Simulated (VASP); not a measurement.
Input of a VASP 6.6.1 run:

INCAR

```
PREC = Accurate
ENCUT = 520
EDIFF = 1E-6
ISMEAR = 0
SIGMA = 0.15
LREAL = False
LASPH = True
NELM = 100
ALGO = Fast
ISIF = 2
LWAVE = False
LCHARG = True
GGA = PE
LELF = True
LVHAR = True
NBANDS = 12
```

The input KPOINTS:

```
regular mesh
0
Gamma
  20 20 20
```

The input POSCAR:

```
Ta
1.0
   -1.6512800000      1.6512800000      1.6512800000
    1.6512800000     -1.6512800000      1.6512800000
    1.6512800000      1.6512800000     -1.6512800000
Ta
1
Direct
    0.0000000000      0.0000000000      0.0000000000
```

Potentials or basis: VASP PAW PBE potentials, release 64 (Ta_pv).

Launch:

```bash
$ cat potpaw_PBE.64/Ta_pv/POTCAR > POTCAR
$ mpirun -np 1 vasp_std > vasp.out
```

Task: What does it give for the pressure?

Result: 3.3 GPa.
